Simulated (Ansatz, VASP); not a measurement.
# One calculation of Y2CF2, two programs

```xyz
5
Lattice="3.6592 0.0000 0.0000 -1.8296 3.1690 0.0000 0.0000 0.0000 6.4746" Properties=species:S:1:pos:R:3 pbc="T T T"
Y     0.0000    2.1127    1.3576
Y     1.8296    1.0563    5.1171
C     0.0000    0.0000    0.0000
F     0.0000    2.1127    4.0028
F     1.8296    1.0563    2.4719
```

Alike in both runs: task relaxation of cell and atoms; functional LDA; k mesh 9 × 9 × 4; occupations gaussian, width 0.02 eV; no spin polarisation.

|  | VASP | Ansatz |
| --- | --- | --- |
| version | VASP 6.6.1 | Ansatz 0.2.0 |
| potentials or method | VASP PAW LDA potentials, release 64 (Y_sv, C, F), cutoff 600 eV | scalar-relativistic, plane waves, PAW |
| valence electrons in the cell | 40 | 40 |

Ansatz gave:

| Quantity | Value |
| --- | --- |
| gap on the k mesh at the Fermi level, each at its own relaxed structure (eV) | 1.06 |
| relaxed volume (Å³/atom) | 13.94 |
| relaxed length of the cell vector where the two differ most in proportion (Å) | 3.600 |

Question: Estimate VASP's values.

Answer: gap on the k mesh at the Fermi level, each at its own relaxed structure (eV): 1.05; relaxed volume (Å³/atom): 13.93; relaxed length of the cell vector where the two differ most in proportion (Å): 3.599.

LDA's correlation is that of Perdew and Zunger in VASP and of Perdew and Wang (1992) in Ansatz.
